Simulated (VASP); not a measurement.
# SiO2 (P4_2/mnm) in VASP: notebook

SiO2 is run at these levels: PBE; tasks: single point.

Everything below comes from runs of VASP 6.6.1. Logs are shortened: lines on timing, memory, paths and dates and some standing lists are left out, and cuts for length are marked.

**1. The cell of the first run**

The structure is tetragonal, space group P4_2/mnm (No. 136). Conventional cell: a = 4.175 Å, b = 4.175 Å, c = 2.991 Å, α = 90.00°, β = 90.00°, γ = 90.00°. Within 2.4 Å of Si (site symmetry mmm) lie 6 O at 1.81 to 1.88 Å. O (site symmetry m2m) has 3 Si at 1.81 to 1.88 Å and 1 O at 2.28 Å within 2.4 Å.

**2. Single point, PBE (volume 8.687 Å^3 an atom, c/a of the conventional cell 0.7164)**

The input, INCAR:

```
PREC = Accurate ; ENCUT = 520
EDIFF = 1E-6 ; ISMEAR = 0
SIGMA = 0.05 ; LREAL = False
LASPH = True ; NELM = 60
ALGO = Normal ; ISIF = 2
LWAVE = False ; LCHARG = True
GGA = PE ; LELF = True
LVHAR = True ; NBANDS = 25
```

The input, KPOINTS:

```
Automatic mesh
0
Gamma
  6 6 10
```

The input, POSCAR:

```
SiO2
1.0
    4.1746669295      0.0000000000      0.0000000000
    0.0000000000      4.1746669295      0.0000000000
    0.0000000000      0.0000000000      2.9907313883
Si O
2 4
Direct
    0.5000000000      0.5000000000      0.5000000000
    0.0000000000      0.0000000000      0.0000000000
    0.6930127928      0.6930127928      0.0000000000
    0.1930127928      0.8069872072      0.5000000000
    0.3069872072      0.3069872072      0.0000000000
    0.8069872072      0.1930127928      0.5000000000
```

Potentials or basis: VASP PAW PBE potentials, release 64 (Si, O).

On the command line:

```bash
> cat potpaw_PBE.64/Si/POTCAR potpaw_PBE.64/O/POTCAR > POTCAR
> mpirun -np 1 vasp_std > vasp.out
```

OUTCAR:

```text
PREC = Accurate
   ENCUT = 520
   EDIFF = 1E-6
   ISMEAR = 0
   LREAL = False
   LASPH = True
   NELM = 60
   ISIF = 2
   GGA = PE

 ion  position               nearest neighbor table
   1  0.500  0.500  0.500-   4 1.81   6 1.81   5 1.88   3 1.88   3 1.88   5 1.88
   2  0.000  0.000  0.000-   3 1.81   5 1.81   4 1.88   6 1.88   4 1.88   6 1.88
   3  0.693  0.693  0.000-   2 1.81   1 1.88   1 1.88
   4  0.193  0.807  0.500-   1 1.81   2 1.88   2 1.88
   5  0.307  0.307  0.000-   2 1.81   1 1.88   1 1.88
   6  0.807  0.193  0.500-   1 1.81   2 1.88   2 1.88

  LATTYP: Found a simple tetragonal cell.
 ALAT       =     4.1746669295
 C/A-ratio  =     0.7164000000

  Lattice vectors:

 A1 = (   4.1746669295,   0.0000000000,   0.0000000000)
 A2 = (   0.0000000000,   4.1746669295,   0.0000000000)
 A3 = (   0.0000000000,   0.0000000000,   2.9907313883)

Analysis of symmetry for initial positions (statically):
=====================================================================
 Subroutine PRICEL returns:
 Original cell was already a primitive cell.

 Routine SETGRP: Setting up the symmetry group for a
 simple tetragonal supercell.

 Subroutine GETGRP returns: Found 16 space group operations
 (whereof  8 operations were pure point group operations)
 out of a pool of 16 trial point group operations.

The static configuration has the point symmetry D_2h.
 The point group associated with its full space group is D_4h.

Analysis of symmetry for dynamics (positions and initial velocities):
=====================================================================
 Subroutine PRICEL returns:
 Original cell was already a primitive cell.

 Routine SETGRP: Setting up the symmetry group for a
 simple tetragonal supercell.

 Subroutine GETGRP returns: Found 16 space group operations
 (whereof  8 operations were pure point group operations)
 out of a pool of 16 trial point group operations.

The dynamic configuration has the point symmetry D_2h.
 The point group associated with its full space group is D_4h.

 Subroutine INISYM returns: Found 16 space group operations
 (whereof  8 operations are pure point group operations),
 and found     1 'primitive' translations

----------------------------------------------------------------------------------------

                                     Primitive cell

  volume of cell :      52.1220

  direct lattice vectors                    reciprocal lattice vectors
     4.174666929  0.000000000  0.000000000     0.239540068  0.000000000  0.000000000
     0.000000000  4.174666929  0.000000000     0.000000000  0.239540068  0.000000000
     0.000000000  0.000000000  2.990731388     0.000000000  0.000000000  0.334366371

  length of vectors
     4.174666929  4.174666929  2.990731388     0.239540068  0.239540068  0.334366371

  position of ions in fractional coordinates (direct lattice)
     0.500000000  0.500000000  0.500000000
     0.000000000  0.000000000  0.000000000
     0.693012793  0.693012793  0.000000000
     0.193012793  0.806987207  0.500000000
     0.306987207  0.306987207  0.000000000
     0.806987207  0.193012793  0.500000000

  ion indices of the primitive-cell ions
   primitive index   ion index
                 1           1
                 2           2
                 3           3
                 4           4
                 5           5
                 6           6

----------------------------------------------------------------------------------------

 KPOINTS: Automatic mesh

Automatic generation of k-mesh.
 Grid dimensions read from file:
 generate k-points for:    6    6   10

 Generating k-lattice:

  Cartesian coordinates                     Fractional coordinates (reciprocal lattice)
     0.039923345  0.000000000  0.000000000     0.166666667  0.000000000  0.000000000
     0.000000000  0.039923345  0.000000000     0.000000000  0.166666667  0.000000000
     0.000000000  0.000000000  0.033436637     0.000000000  0.000000000  0.100000000

  Length of vectors
     0.039923345  0.039923345  0.033436637

  Shift w.r.t. Gamma in fractional coordinates (k-lattice)
     0.000000000  0.000000000  0.000000000

 Subroutine IBZKPT returns following result:
 ===========================================

 Found     60 irreducible k-points:

 Following reciprocal coordinates:
            Coordinates               Weight
  0.000000  0.000000  0.000000      1.000000
  0.166667  0.000000  0.000000      4.000000
  0.333333  0.000000  0.000000      4.000000
  0.500000  0.000000  0.000000      2.000000
  0.166667  0.166667  0.000000      4.000000
  0.333333  0.166667  0.000000      8.000000
[... 16 lines left out ...]
  0.333333  0.000000  0.200000      8.000000
  0.500000  0.000000  0.200000      4.000000
 [... further k-points ...]
   k-points           NKPTS =     60   k-points in BZ     NKDIM =     60   number of bands    NBANDS=     25
   number of dos      NEDOS =    301   number of ions     NIONS =      6
   total plane-waves  NPLWV =  24576
   dimension x,y,z NGX =    32 NGY =   32 NGZ =   24
   dimension x,y,z NGXF=    64 NGYF=   64 NGZF=   48
   ions per type =               2   4
   NGX,Y,Z   is equivalent  to a cutoff of  12.74, 12.74, 13.34 a.u.
   NGXF,Y,Z  is equivalent  to a cutoff of  25.49, 25.49, 26.68 a.u.
 SYSTEM =  unknown system
   PREC   = accura    normal or accurate (medium, high low for compatibility)
   ISTART =      0    job   : 0-new  1-cont  2-samecut
   ICHARG =      2    charge: 1-file 2-atom 10-const
   ISPIN  =      1    spin polarized calculation?
   LNONCOLLINEAR =      F non collinear calculations
   LSORBIT =      F    spin-orbit coupling
   LASPH  =      T    aspherical Exc in radial PAW
   ENCUT  =  520.0 eV  38.22 Ry    6.18 a.u.   7.76  7.76  5.56*2*pi/ulx,y,z
   NELM   =     60;   NELMIN=  2; NELMDL= -5     # of ELM steps
   EDIFF  = 0.1E-05   stopping-criterion for ELM
   LREAL  =      F    real-space projection
   EDIFFG = 0.1E-04   stopping-criterion for IOM
   NSW    =      0    number of steps for IOM
   IBRION =     -1    ionic relax: 0-MD 1-quasi-New 2-CG
   NFREE  =      0    steps in history (QN), initial steepest desc. (CG)
   ISIF   =      2    stress and relaxation
   ISYM   =      2    0-nonsym 1-usesym 2-fastsym
   POTIM  = 0.5000    time-step for ionic-motion
   TEBEG  =    0.0;   TEEND  =   0.0 temperature during run
   PSTRESS=    0.0 pullay stress
   NELECT =      32.0000    total number of electrons
   NUPDOWN=      -1.0000    fix difference up-down
   EMIN   =  10.00;   EMAX   =-10.00  energy-range for DOS
   EFERMI =   0.00;   METHOD = LEGACY
   ISMEAR =     0;   SIGMA  =   0.05  broadening in eV -4-tet -1-fermi 0-gaus
   EFERMI_NEDOS =   21; number of points for ismear=-14 and -15
   IALGO  =     38    algorithm
   IMIX   =      4    mixing-type and parameters
     AMIX     =   0.40;   BMIX     =  1.00
     AMIX_MAG =   1.60;   BMIX_MAG =  1.00
  volume/ion in A,a.u.               =       8.69        58.62
  Fermi-wavevector in a.u.,A,eV,Ry     =   1.391397  2.629359 26.340692  1.935986
  Thomas-Fermi vector in A             =   2.515240
   LORBIT       =      0    0 simple, 1 ext, 2 COOP (PROOUT), +10 PAW based schemes
   GGA     = PE    functional components
   LHFCALC =     F    Hartree Fock is set to
   AEXX    =    0.0000 exact exchange contribution
   IVDW    =     0    specifies the selected vdW correction
   LEPSILON=     F    determine dielectric tensor
   LRPA    =     F    only Hartree local field effects (RPA)
 non-spin polarized calculation
 Gauss-broadening in eV      SIGMA  =   0.05
  energy-cutoff  :      520.00
  volume of cell :       52.12
 maximum number of plane-waves:      1435
 NGX is ok and might be reduce to    32
   NGX = 15   NGY = 15   NGZ = 11

 number of electron      31.9999988 magnetization

 Free energy of the ion-electron system (eV)
  ---------------------------------------------------
  ext. energy  EPLUGINS =         0.00000000
  ---------------------------------------------------
  free energy    TOTEN  =       -45.45104006 eV

  energy without entropy =      -45.45104006  energy(sigma->0) =      -45.45104006

 E-fermi :   7.0921     XC(G=0): -11.7452

 val. band max:        6.7900561165   @ k =   0.0000   0.0000   0.0000
 cond. band min:      10.0688148602   @ k =   0.0000   0.0000   0.0000
 fundamental gap:      3.2787587436
 Fermi energy:         7.0921029411

 k-point     1 :       0.0000    0.0000    0.0000
  band No.  band energies     occupation
      1     -14.4870      2.00000
      2     -11.2054      2.00000
      3     -11.2054      2.00000
      4     -10.9169      2.00000
      5      -3.2914      2.00000
      6       0.8938      2.00000
[... 17 lines left out ...]
     24      20.5952      0.00000
     25      21.7531      0.00000

 k-point     2 :       0.1667    0.0000    0.0000
  band No.  band energies     occupation
      1     -14.3475      2.00000
      2     -11.7326      2.00000
      3     -11.1447      2.00000
      4     -10.6841      2.00000
      5      -3.0240      2.00000
      6       0.8069      2.00000
[... 17 lines left out ...]
     24      20.0998      0.00000
     25      20.9290      0.00000

 k-point     3 :       0.3333    0.0000    0.0000
  band No.  band energies     occupation
      1     -13.9414      2.00000
      2     -12.5278      2.00000
      3     -10.9826      2.00000
      4     -10.6383      2.00000
      5      -2.3312      2.00000
      6      -0.3218      2.00000
[... 17 lines left out ...]
     24      19.3855      0.00000
     25      20.0653      0.00000

 k-point     4 :       0.5000    0.0000    0.0000
  band No.  band energies     occupation
      1     -13.3087      2.00000
      2     -13.3087      2.00000
      3     -10.7801      2.00000
      4     -10.7801      2.00000
      5      -1.3960      2.00000
      6      -1.3960      2.00000
[... 17 lines left out ...]
     24      18.2470      0.00000
     25      21.1665      0.00000

 k-point     5 :       0.1667    0.1667    0.0000
  band No.  band energies     occupation
      1     -14.2119      2.00000
      2     -11.8840      2.00000
      3     -11.2959      2.00000
      4     -10.6235      2.00000
      5      -2.7579      2.00000
      6       0.5088      2.00000
[... 17 lines left out ...]
     24      20.0976      0.00000
     25      20.5405      0.00000

 k-point     6 :       0.3333    0.1667    0.0000
  band No.  band energies     occupation
      1     -13.8184      2.00000
      2     -12.4925      2.00000
      3     -11.1999      2.00000
      4     -10.7085      2.00000
      5      -2.0815      2.00000
      6      -0.2834      2.00000
[... 17 lines left out ...]
     24      19.4678      0.00000
     25      20.1497      0.00000
[... 393 lines left out ...]
 k-point    21 :       0.0000    0.0000    0.2000
  band No.  band energies     occupation
      1     -14.0978      2.00000
      2     -11.0871      2.00000
      3     -11.0715      2.00000
      4     -11.0715      2.00000
      5      -3.2272      2.00000
      6       0.5529      2.00000
[... 17 lines left out ...]
     24      20.2350      0.00000
     25      20.2633      0.00000

 k-point    22 :       0.1667    0.0000    0.2000
  band No.  band energies     occupation
      1     -13.9663      2.00000
      2     -11.6035      2.00000
      3     -11.0305      2.00000
      4     -10.8026      2.00000
      5      -2.9389      2.00000
      6       0.2720      2.00000
[... 17 lines left out ...]
     24      19.6813      0.00000
     25      20.0123      0.00000

 k-point    23 :       0.3333    0.0000    0.2000
  band No.  band energies     occupation
      1     -13.5857      2.00000
      2     -12.2950      2.00000
      3     -10.9251      2.00000
      4     -10.7375      2.00000
      5      -2.1804      2.00000
      6      -0.1176      2.00000
[... 17 lines left out ...]
     24      18.7338      0.00000
     25      20.5152      0.00000

 k-point    24 :       0.5000    0.0000    0.2000
  band No.  band energies     occupation
      1     -13.0001      2.00000
      2     -13.0001      2.00000
      3     -10.8043      2.00000
      4     -10.8043      2.00000
      5      -1.1633      2.00000
      6      -1.1633      2.00000
[... 17 lines left out ...]
     24      18.3872      0.00000
     25      20.3398      0.00000

 [... further k-points ...]
[... 5 lines left out ...]
  --------------------------------------------------------------------------------------
  -------------------------------------------------------------------------------------
  Total       -2.5415596     -2.5415596    -15.9228006     -0.0000000      0.0000000      0.0000000
  in kB      -78.1249611    -78.1249611   -489.4507134     -0.0000000      0.0000000      0.0000000
  external PRESSURE =    -215.2335452 kB  Pullay stress =       0.0000000 kB

 VOLUME and BASIS-vectors are now :
 -----------------------------------------------------------------------------
  energy-cutoff  :      520.00
  volume of cell :       52.12
      direct lattice vectors                 reciprocal lattice vectors
     4.174666929  0.000000000  0.000000000     0.239540068  0.000000000  0.000000000
     0.000000000  4.174666929  0.000000000     0.000000000  0.239540068  0.000000000
     0.000000000  0.000000000  2.990731388     0.000000000  0.000000000  0.334366371

 POSITION                                       TOTAL-FORCE (eV/Angst)
 -----------------------------------------------------------------------------------
      2.08733      2.08733      1.49537         0.000000      0.000000     -0.000000
      0.00000      0.00000      0.00000         0.000000      0.000000     -0.000000
      2.89310      2.89310      0.00000         0.427550      0.427550     -0.000000
      0.80576      3.36890      1.49537         0.427550     -0.427550     -0.000000
      1.28157      1.28157      0.00000        -0.427550     -0.427550      0.000000
      3.36890      0.80576      1.49537        -0.427550      0.427550     -0.000000
 -----------------------------------------------------------------------------------
    total drift:                                0.000000      0.000000     -0.000000

  FREE ENERGIE OF THE ION-ELECTRON SYSTEM (eV)
  ---------------------------------------------------
  free  energy   TOTEN  =       -45.4510400614 eV

  energy  without entropy=      -45.4510400614  energy(sigma->0) =      -45.45104006
```

Wall time 27 s (1 thread of AMD EPYC 9R45 (Zen 5), shared host); peak memory 0.16 GiB.

What came out:

| Quantity | Value |
| --- | --- |
| Free energy | -45.4510 eV |
| Pressure | -21.5 GPa |
| Largest force | 0.605 eV/Å |
| Band gap on the k mesh | 3.28 eV, direct |

Forces in eV/Å, atoms in the order of the input:
```
Si   0.000  0.000  0.000
Si   0.000  0.000  0.000
O    0.428  0.428  0.000
O    0.428 -0.428  0.000
O   -0.428 -0.428  0.000
O   -0.428  0.428  0.000
```

Stress tensor (GPa, compression positive):
```
 -7.81   0.00   0.00
  0.00  -7.81   0.00
  0.00   0.00 -48.95
```

**3. Single point, PBE (volume 8.687 Å^3 an atom, c/a of the conventional cell 0.5801)**

The input, INCAR:

```
SYSTEM = SiO2
ALGO = Normal
EDIFF = 1E-6
ENCUT = 520
GGA = PE
ISIF = 2
ISMEAR = 0
LASPH = .TRUE.
LCHARG = .FALSE.
LREAL = .FALSE.
LWAVE = .FALSE.
NBANDS = 25
NELM = 60
PREC = Accurate
SIGMA = 0.05
```

The input, KPOINTS:

```
k-points
0
G
  6 6 10
  0 0 0
```

Edit POSCAR of step 2 so:

```diff
@@ -2,5 +2,5 @@
 1.0
-    4.1746669295      0.0000000000      0.0000000000
-    0.0000000000      4.1746669295      0.0000000000
-    0.0000000000      0.0000000000      2.9907313883
+    4.4789141225      0.0000000000      0.0000000000
+    0.0000000000      4.4789141225      0.0000000000
+    0.0000000000      0.0000000000      2.5982180824
 Si O
```

Potentials or basis: VASP PAW PBE potentials, release 64 (Si, O).

On the command line:

```bash
> cat potpaw_PBE.64/Si/POTCAR potpaw_PBE.64/O/POTCAR > POTCAR
> mpirun -np 1 vasp_std > vasp.out
```

It took 31 s on 1 thread of AMD EPYC 9R45 (Zen 5), shared host; peak memory 0.17 GiB.

The run converged. Its results:

- Free energy: -45.8106 eV
- Pressure: -14.0 GPa
- Largest force: 1.345 eV/Å
- Band gap on the k mesh: 4.03 eV, direct

Forces on the atoms (eV/Å):
```
Si   0.000  0.000  0.000
Si   0.000  0.000  0.000
O   -0.951 -0.951  0.000
O   -0.951  0.951  0.000
O    0.951  0.951  0.000
O    0.951 -0.951  0.000
```

Stress tensor (GPa, compression positive):
```
-25.07   0.00   0.00
  0.00 -25.07   0.00
  0.00   0.00   8.15
```

Levels at points of the mesh, in eV from the valence-band top:
```
           k point  band 12  band 13  band 14  band 15  band 16  band 17  band 18  band 19  band 20  band 21
(0.00, 0.00, 0.00)    -2.23    -1.87    -0.86    -0.86     0.00     4.03     7.75     8.64     8.64    10.84
(0.50, 0.00, 0.00)    -3.17    -1.94    -1.94    -1.05    -1.05     6.69     6.69     9.66     9.66     9.83
(0.50, 0.50, 0.00)    -2.29    -2.16    -2.16    -2.10    -2.10     6.79     6.79    10.15    10.15    10.82
(0.00, 0.00, 0.50)    -4.19    -2.21    -2.21    -2.20    -2.20     7.54     7.54    10.67    10.67    11.32
(0.50, 0.00, 0.50)    -3.42    -2.06    -2.06    -1.39    -1.39     7.46     7.46     8.03     8.03    11.89
(0.50, 0.50, 0.50)    -4.13    -1.66    -1.66    -1.23    -1.23     5.77     5.77     9.79     9.79    11.01
```

Caveat: forces of over 1 eV/Å act on the atoms, so gaps and moduli don't describe the material at rest. A k mesh can miss the band edges.

(Continued in part 2 of 2.)
